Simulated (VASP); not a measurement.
# Al8H in VASP: a series of runs

Al8H is run at these levels: PBE; tasks: single point.

Everything below comes from runs of VASP 6.6.1. Logs are shortened: lines on timing, memory, paths and dates and some standing lists are left out, and cuts for length are marked.

### Step 1. The cell of the first run

The cell holds a slab with vacuum, 18 atoms: a = 5.714 Å, b = 8.081 Å, c = 22.244 Å, α = 90.00°, β = 90.00°, γ = 90.00°.

### Step 2. Single point, PBE

INCAR

```
SYSTEM = Al8H
PREC = Accurate
ENCUT = 520
EDIFF = 1E-6
ISMEAR = 0
SIGMA = 0.1
LREAL = Auto
LASPH = .TRUE.
NELM = 80
ALGO = Normal
ISIF = 2
LWAVE = .FALSE.
LCHARG = .FALSE.
LDIPOL = .TRUE.
IDIPOL = 3
DIPOL = 0.5 0.5 0.295
GGA = PE
NBANDS = 40
```

KPOINTS

```
Automatic mesh
0
G
  5 4 1
  0 0 0
```

POSCAR

```
Al8H
1.0
    5.7143028096      0.0000000000      0.0000000000
    0.0000000000      8.0812445328      0.0000000000
    0.0000000000      0.0000000000     22.2437981863
Al H
16 2
Direct
    0.2500000000      0.2500000000      0.1798254042
    0.2500000000      0.7500000000      0.1798254042
    0.7500000000      0.2500000000      0.1798254042
    0.7500000000      0.7500000000      0.1798254042
    0.0000000000      0.0000000000      0.2440489550
    0.0000000000      0.5000000000      0.2440489550
    0.5000000000      0.0000000000      0.2440489550
    0.5000000000      0.5000000000      0.2440489550
    0.2500000000      0.2500000000      0.3102692916
    0.2500000000      0.7500000000      0.3102692916
    0.7500000000      0.2500000000      0.3102692916
    0.7500000000      0.7500000000      0.3102692916
    0.0000000000      0.0000000000      0.3706110853
    0.0000000000      0.5000000000      0.3706110853
    0.5000000000      0.0000000000      0.3706110853
    0.5000000000      0.5000000000      0.3706110853
    0.7500000000     -0.0402165779      0.4483855726
    0.7500000000      0.0402165779      0.4483855726
```

Potentials or basis: VASP PAW PBE potentials, release 64 (Al, H).

Run with:

```sh
> cat potpaw_PBE.64/Al/POTCAR potpaw_PBE.64/H/POTCAR > POTCAR
> mpirun -np 1 vasp_std > vasp.out
```

OUTCAR:

```text
SYSTEM = Al8H
   PREC = Accurate
   ENCUT = 520
   EDIFF = 1E-6
   ISMEAR = 0
   LREAL = Auto
   LASPH = .TRUE.
   NELM = 80
   ISIF = 2
   GGA = PE

 ion  position               nearest neighbor table
   1  0.250  0.250  0.180-   3 2.86   3 2.86   6 2.86   7 2.86   8 2.86   5 2.86   9 2.90
   2  0.250  0.750  0.180-   4 2.86   4 2.86   6 2.86   7 2.86   8 2.86   5 2.86  10 2.90
   3  0.750  0.250  0.180-   1 2.86   1 2.86   6 2.86   7 2.86   8 2.86   5 2.86  11 2.90
   4  0.750  0.750  0.180-   2 2.86   2 2.86   6 2.86   7 2.86   8 2.86   5 2.86  12 2.90
   5  0.000  0.000  0.244-  13 2.82   7 2.86   7 2.86   4 2.86   1 2.86   2 2.86   3 2.86  11 2.88
                            12 2.88   9 2.88  10 2.88
   6  0.000  0.500  0.244-  14 2.82   8 2.86   8 2.86   4 2.86   1 2.86   2 2.86   3 2.86  11 2.88
                            12 2.88   9 2.88  10 2.88
   7  0.500  0.000  0.244-  15 2.82   5 2.86   5 2.86   4 2.86   1 2.86   2 2.86   3 2.86  11 2.88
                            12 2.88   9 2.88  10 2.88
   8  0.500  0.500  0.244-  16 2.82   6 2.86   6 2.86   4 2.86   1 2.86   2 2.86   3 2.86  11 2.88
                            12 2.88   9 2.88  10 2.88
   9  0.250  0.250  0.310-  13 2.81  14 2.81  15 2.81  16 2.81  11 2.86  11 2.86   7 2.88   8 2.88
                             5 2.88   6 2.88   1 2.90
  10  0.250  0.750  0.310-  13 2.81  14 2.81  15 2.81  16 2.81  12 2.86  12 2.86   7 2.88   8 2.88
                             5 2.88   6 2.88   2 2.90
  11  0.750  0.250  0.310-  13 2.81  14 2.81  15 2.81  16 2.81   9 2.86   9 2.86   7 2.88   8 2.88
                             5 2.88   6 2.88   3 2.90
  12  0.750  0.750  0.310-  13 2.81  14 2.81  15 2.81  16 2.81  10 2.86  10 2.86   7 2.88   8 2.88
                             5 2.88   6 2.88   4 2.90
  13  0.000  0.000  0.371-   9 2.81  10 2.81  11 2.81  12 2.81   5 2.82  15 2.86  15 2.86
  14  0.000  0.500  0.371-   9 2.81  10 2.81  11 2.81  12 2.81   6 2.82  16 2.86  16 2.86
  15  0.500  0.000  0.371-   9 2.81  10 2.81  11 2.81  12 2.81   7 2.82  13 2.86  13 2.86
  16  0.500  0.500  0.371-   9 2.81  10 2.81  11 2.81  12 2.81   8 2.82  14 2.86  14 2.86
  17  0.750  0.960  0.448-  18 0.65
  18  0.750  0.040  0.448-  17 0.65

  LATTYP: Found a simple orthorhombic cell.
 ALAT       =     5.7143028096
 B/A-ratio  =     1.4142135624
 C/A-ratio  =     3.8926530370

  Lattice vectors:

 A1 = (   5.7143028096,   0.0000000000,   0.0000000000)
 A2 = (   0.0000000000,   8.0812445328,   0.0000000000)
 A3 = (   0.0000000000,   0.0000000000,  22.2437981863)

Analysis of symmetry for initial positions (statically):
=====================================================================
 Subroutine PRICEL returns:
 Original cell was already a primitive cell.

 Routine SETGRP: Setting up the symmetry group for a
 simple orthorhombic supercell.

 Subroutine GETGRP returns: Found  4 space group operations
[... 152 lines left out ...]
   IALGO  =     38    algorithm
   IMIX   =      4    mixing-type and parameters
     AMIX     =   0.40;   BMIX     =  1.00
     AMIX_MAG =   1.60;   BMIX_MAG =  1.00
  volume/ion in A,a.u.               =      57.07       385.10
  Fermi-wavevector in a.u.,A,eV,Ry     =   0.597743  1.129571  4.861321  0.357297
  Thomas-Fermi vector in A             =   1.648585
   LORBIT       =      0    0 simple, 1 ext, 2 COOP (PROOUT), +10 PAW based schemes
   GGA     = PE    functional components
   LHFCALC =     F    Hartree Fock is set to
   AEXX    =    0.0000 exact exchange contribution
   IVDW    =     0    specifies the selected vdW correction
   LEPSILON=     F    determine dielectric tensor
   LRPA    =     F    only Hartree local field effects (RPA)
 non-spin polarized calculation
 Gauss-broadening in eV      SIGMA  =   0.10
  energy-cutoff  :      520.00
  volume of cell :     1027.19
 maximum number of plane-waves:     27706
   NGX = 21   NGY = 31   NGZ = 83

 number of electron      49.9999998 magnetization

 dipolmoment           0.000000      0.000000     -0.110511 electrons x Angstroem

 Free energy of the ion-electron system (eV)
  ---------------------------------------------------
  ext. energy  EPLUGINS =         0.00000000
  ---------------------------------------------------
  free energy    TOTEN  =       -60.21110595 eV

  energy without entropy =      -60.17523294  energy(sigma->0) =      -60.19316945

 E-fermi :  -0.7665     XC(G=0):  -3.6263

 val. band max:       -0.7907508614   @ k =   0.0000   0.5000   0.0000
 cond. band min:      -0.7263105967   @ k =   0.0000   0.2500   0.0000
 fundamental gap:      0.0644402647
 Fermi energy:        -0.7665211576

 k-point     1 :       0.0000    0.0000    0.0000
  band No.  band energies     occupation
      1     -11.0735      2.00000
      2     -10.3931      2.00000
      3      -8.7530      2.00000
      4      -8.7212      2.00000
      5      -8.3837      2.00000
      6      -6.5665      2.00000
[... 349 lines left out ...]
     36       1.8118      0.00000
     37       2.0331      0.00000
 [bands above 37 left out]

------------------------ aborting loop because EDIFF is reached ----------------------------------------

 vacuum level on the upper side and lower side of the slab       (xc-potential included)        -0.271         0.185

  FORCE on cell =-STRESS in cart. coord.  units (eV):
  Direction    XX          YY          ZZ          XY          YZ          ZX
  --------------------------------------------------------------------------------------
  -------------------------------------------------------------------------------------
  Total      -10.2329944     -1.0999162      2.6343310      0.0000000      0.0000000      0.0000000
  in kB      -15.9611021     -1.7156147      4.1089465      0.0000000      0.0000000      0.0000000
  external PRESSURE =      -4.5225901 kB  Pullay stress =       0.0000000 kB

 VOLUME and BASIS-vectors are now :
 -----------------------------------------------------------------------------
  energy-cutoff  :      520.00
  volume of cell :     1027.19
      direct lattice vectors                 reciprocal lattice vectors
     5.714302810  0.000000000  0.000000000     0.174999476  0.000000000  0.000000000
     0.000000000  8.081244533  0.000000000     0.000000000  0.123743317  0.000000000
     0.000000000  0.000000000 22.243798186     0.000000000  0.000000000  0.044956351

 POSITION                                       TOTAL-FORCE (eV/Angst)
 -----------------------------------------------------------------------------------
      1.42858      2.02031      4.00000        -0.000000      0.035726      0.121389
      1.42858      6.06093      4.00000        -0.000000     -0.035726      0.121389
      4.28573      2.02031      4.00000        -0.000000     -0.025759      0.203921
      4.28573      6.06093      4.00000        -0.000000      0.025759      0.203921
      0.00000      0.00000      5.42858         0.139516      0.000000     -0.259182
      0.00000      4.04062      5.42858         0.072726      0.000000     -0.189265
[... 10 lines left out ...]
      4.28573      7.75624      9.97380        -0.000000     -5.161730      0.842782
      4.28573      0.32500      9.97380        -0.000000      5.161730      0.842782
 -----------------------------------------------------------------------------------
    total drift:                               -0.000000     -0.000000     -0.015771

  FREE ENERGIE OF THE ION-ELECTRON SYSTEM (eV)
  ---------------------------------------------------
  free  energy   TOTEN  =       -60.2111059516 eV

  energy  without entropy=      -60.1752329412  energy(sigma->0) =      -60.19316945

 vacuum level on the upper side and lower side of the slab         2.895         3.356
```

It took 13 min on 1 thread of Intel Xeon Platinum 8259CL at 2.50GHz (Skylake/Cascade Lake), shared host; peak memory 0.9 GiB.

Results:

* Free energy: -60.2111 eV
* Largest force: 5.230 eV/Å
* Band gap on the k mesh: zero (bands 25 and 26 overlap by 0.63 eV)

Forces on the atoms (eV/Å):
```
Al   0.000  0.036  0.121
Al   0.000 -0.036  0.121
Al   0.000 -0.026  0.204
Al   0.000  0.026  0.204
Al   0.140  0.000 -0.259
Al   0.073  0.000 -0.189
Al  -0.140  0.000 -0.259
Al  -0.073  0.000 -0.189
Al   0.000 -0.027 -0.131
Al   0.000  0.027 -0.131
Al   0.000 -0.156  0.132
Al   0.000  0.156  0.132
Al   0.701  0.000 -0.736
Al   0.021  0.000  0.015
Al  -0.701  0.000 -0.736
Al  -0.021  0.000  0.015
H    0.000 -5.162  0.843
H    0.000  5.162  0.843
```

### Step 3. Single point, PBE

INCAR

```
SYSTEM = Al8H
PREC = Accurate ; ENCUT = 520
EDIFF = 1E-6 ; ISMEAR = 0
SIGMA = 0.1 ; LREAL = Auto
LASPH = .TRUE. ; NELM = 60
ALGO = Normal ; ISIF = 2
LWAVE = .FALSE. ; LCHARG = .TRUE.
LDIPOL = .TRUE. ; IDIPOL = 3
DIPOL = 0.5 0.5 0.300 ; GGA = PE
LELF = .TRUE. ; LVHAR = .TRUE.
LVACPOTAV = .TRUE. ; NBANDS = 40
```

KPOINTS

```
regular mesh
0
G
  5 4 1
  0 0 0
```

Edit POSCAR of step 2 so:

```diff
@@ -24,3 +24,3 @@
     0.5000000000      0.5000000000      0.3706110853
-    0.7500000000     -0.0402165779      0.4483855726
-    0.7500000000      0.0402165779      0.4483855726
+    0.7500000000     -0.0402165779      0.4874975980
+    0.7500000000      0.0402165779      0.4874975980
```

Potentials or basis: VASP PAW PBE potentials, release 64 (Al, H).

Run with:

```sh
> cat potpaw_PBE.64/Al/POTCAR potpaw_PBE.64/H/POTCAR > POTCAR
> mpirun -np 1 vasp_std > vasp.out
```

It took 13 min on 1 thread of Intel Xeon Platinum 8259CL at 2.50GHz (Skylake/Cascade Lake), shared host; peak memory 0.9 GiB.

The run converged. Its results:

```
Free energy            : -61.0760 eV
Largest force          : 4.869 eV/Å
Band gap on the k mesh : zero (bands 25 and 26 overlap by 0.49 eV)
```

Forces in eV/Å, atoms in the order of the input:
```
Al   0.000  0.016  0.187
Al   0.000 -0.016  0.187
Al   0.000  0.000  0.212
Al   0.000  0.000  0.212
Al   0.020  0.000 -0.208
Al   0.015  0.000 -0.206
Al  -0.020  0.000 -0.208
Al  -0.015  0.000 -0.206
Al   0.000 -0.010 -0.043
Al   0.000  0.010 -0.043
Al   0.000 -0.030  0.015
Al   0.000  0.030  0.015
Al   0.099  0.000 -0.178
Al   0.006  0.000  0.004
Al  -0.099  0.000 -0.178
Al  -0.006  0.000  0.004
H    0.000 -4.864  0.216
H    0.000  4.864  0.216
```

Levels at points of the mesh, in eV from the Fermi level:
```csv
k point,band 23,band 24,band 25,band 26,band 27,band 28
"(0.00, 0.00, 0.00)",-0.82,-0.76,-0.54,-0.16,-0.14,0.21
"(0.00, 0.50, 0.00)",-0.94,-0.87,-0.87,0.20,0.23,0.24
```

### Step 4. Single point, PBE

INCAR

```
SYSTEM = Al8H
  PREC = Accurate
  ENCUT = 520
  EDIFF = 1E-7
  ISMEAR = 0
  SIGMA = 0.1
  LREAL = Auto
  LASPH = .True.
  NELM = 100
  ALGO = Normal
  ISIF = 2
  LWAVE = .False.
  LCHARG = .False.
  LDIPOL = .True.
  IDIPOL = 3
  DIPOL = 0.5 0.5 0.305
  GGA = PE
  NBANDS = 40
```

KPOINTS

```
Automatic mesh
0
Gamma
  5 4 1
  0 0 0
```

Edit POSCAR of step 3 so:

```diff
@@ -24,3 +24,3 @@
     0.5000000000      0.5000000000      0.3706110853
-    0.7500000000     -0.0402165779      0.4874975980
-    0.7500000000      0.0402165779      0.4874975980
+    0.7500000000     -0.0402165779      0.5324539491
+    0.7500000000      0.0402165779      0.5324539491
```

Potentials or basis: VASP PAW PBE potentials, release 64 (Al, H).

Run with:

```sh
> cat potpaw_PBE.64/Al/POTCAR potpaw_PBE.64/H/POTCAR > POTCAR
> mpirun -np 1 vasp_std > vasp.out
```

OUTCAR:

```text
SYSTEM = Al8H
   PREC = Accurate
   ENCUT = 520
   EDIFF = 1E-7
   ISMEAR = 0
   LREAL = Auto
   LASPH = .True.
   NELM = 100
   ISIF = 2
   GGA = PE

 ion  position               nearest neighbor table
   1  0.250  0.250  0.180-   3 2.86   3 2.86   6 2.86   7 2.86   8 2.86   5 2.86   9 2.90
   2  0.250  0.750  0.180-   4 2.86   4 2.86   6 2.86   7 2.86   8 2.86   5 2.86  10 2.90
   3  0.750  0.250  0.180-   1 2.86   1 2.86   6 2.86   7 2.86   8 2.86   5 2.86  11 2.90
   4  0.750  0.750  0.180-   2 2.86   2 2.86   6 2.86   7 2.86   8 2.86   5 2.86  12 2.90
   5  0.000  0.000  0.244-  13 2.82   7 2.86   7 2.86   4 2.86   1 2.86   2 2.86   3 2.86  11 2.88
                            12 2.88   9 2.88  10 2.88
   6  0.000  0.500  0.244-  14 2.82   8 2.86   8 2.86   4 2.86   1 2.86   2 2.86   3 2.86  11 2.88
                            12 2.88   9 2.88  10 2.88
   7  0.500  0.000  0.244-  15 2.82   5 2.86   5 2.86   4 2.86   1 2.86   2 2.86   3 2.86  11 2.88
                            12 2.88   9 2.88  10 2.88
   8  0.500  0.500  0.244-  16 2.82   6 2.86   6 2.86   4 2.86   1 2.86   2 2.86   3 2.86  11 2.88
                            12 2.88   9 2.88  10 2.88
   9  0.250  0.250  0.310-  13 2.81  14 2.81  15 2.81  16 2.81  11 2.86  11 2.86   7 2.88   8 2.88
                             5 2.88   6 2.88   1 2.90
[... 588 lines left out ...]
------------------------ aborting loop because EDIFF is reached ----------------------------------------

 vacuum level on the upper side and lower side of the slab       (xc-potential included)        -0.034         0.009

  FORCE on cell =-STRESS in cart. coord.  units (eV):
  Direction    XX          YY          ZZ          XY          YZ          ZX
  --------------------------------------------------------------------------------------
  -------------------------------------------------------------------------------------
  Total      -11.9469245     -0.6741871     -1.1674850      0.0000000      0.0000000      0.0000000
  in kB      -18.6344362     -1.0515758     -1.8210062      0.0000000      0.0000000      0.0000000
  external PRESSURE =      -7.1690061 kB  Pullay stress =       0.0000000 kB

 VOLUME and BASIS-vectors are now :
 -----------------------------------------------------------------------------
  energy-cutoff  :      520.00
  volume of cell :     1027.19
      direct lattice vectors                 reciprocal lattice vectors
     5.714302810  0.000000000  0.000000000     0.174999476  0.000000000  0.000000000
     0.000000000  8.081244533  0.000000000     0.000000000  0.123743317  0.000000000
     0.000000000  0.000000000 22.243798186     0.000000000  0.000000000  0.044956351

 POSITION                                       TOTAL-FORCE (eV/Angst)
 -----------------------------------------------------------------------------------
      1.42858      2.02031      4.00000         0.000000      0.001766      0.214021
      1.42858      6.06093      4.00000         0.000000     -0.001766      0.214021
      4.28573      2.02031      4.00000         0.000000      0.000169      0.216833
      4.28573      6.06093      4.00000        -0.000000     -0.000169      0.216833
      0.00000      0.00000      5.42858         0.001446      0.000000     -0.206415
      0.00000      4.04062      5.42858         0.001427      0.000000     -0.207228
[... 10 lines left out ...]
      4.28573      7.75624     11.84380         0.000000     -4.879749      0.017190
      4.28573      0.32500     11.84380         0.000000      4.879749      0.017190
 -----------------------------------------------------------------------------------
    total drift:                               -0.000000     -0.000000     -0.015648

  FREE ENERGIE OF THE ION-ELECTRON SYSTEM (eV)
  ---------------------------------------------------
  free  energy   TOTEN  =       -61.2434716890 eV

  energy  without entropy=      -61.2067177165  energy(sigma->0) =      -61.22509470

 vacuum level on the upper side and lower side of the slab         3.151         3.199
```

Wall time 13 min (1 thread of Intel Xeon Platinum 8259CL at 2.50GHz (Skylake/Cascade Lake), shared host); peak memory 0.9 GiB.

Results:

```
Free energy            : -61.2435 eV
Largest force          : 4.880 eV/Å
Band gap on the k mesh : zero (bands 25 and 26 overlap by 0.48 eV)
```

Forces in eV/Å, atoms in the order of the input:
```
Al   0.000  0.002  0.214
Al   0.000 -0.002  0.214
Al   0.000  0.000  0.217
Al   0.000  0.000  0.217
Al   0.001  0.000 -0.206
Al   0.001  0.000 -0.207
Al  -0.001  0.000 -0.206
Al  -0.001  0.000 -0.207
Al   0.000 -0.002 -0.018
Al   0.000  0.002 -0.018
Al   0.000 -0.003 -0.013
Al   0.000  0.003 -0.013
Al   0.005  0.000 -0.008
Al   0.001  0.000  0.004
Al  -0.005  0.000 -0.008
Al  -0.001  0.000  0.004
H    0.000 -4.880  0.017
H    0.000  4.880  0.017
```

### Step 5. The runs side by side

| cell | gap on the mesh (eV) | largest force (eV/Å) |
| --- | --- | --- |
| as given, atomic positions A | none | 5.23 |
| as given, atomic positions B | none | 4.87 |
| as given, atomic positions C | none | 4.88 |

Alike in all rows: task single point; level PBE; potentials or basis VASP PAW PBE potentials, release 64 (Al, H); no spin polarisation; k mesh 5 × 4 × 1; cutoff (eV) 520; smearing gaussian 0.1 eV.

Total energies depend on the potentials used, so only differences within one code and one set of settings carry meaning.

The gap in the log of VASP goes by the Fermi energy; the results here count the filled bands.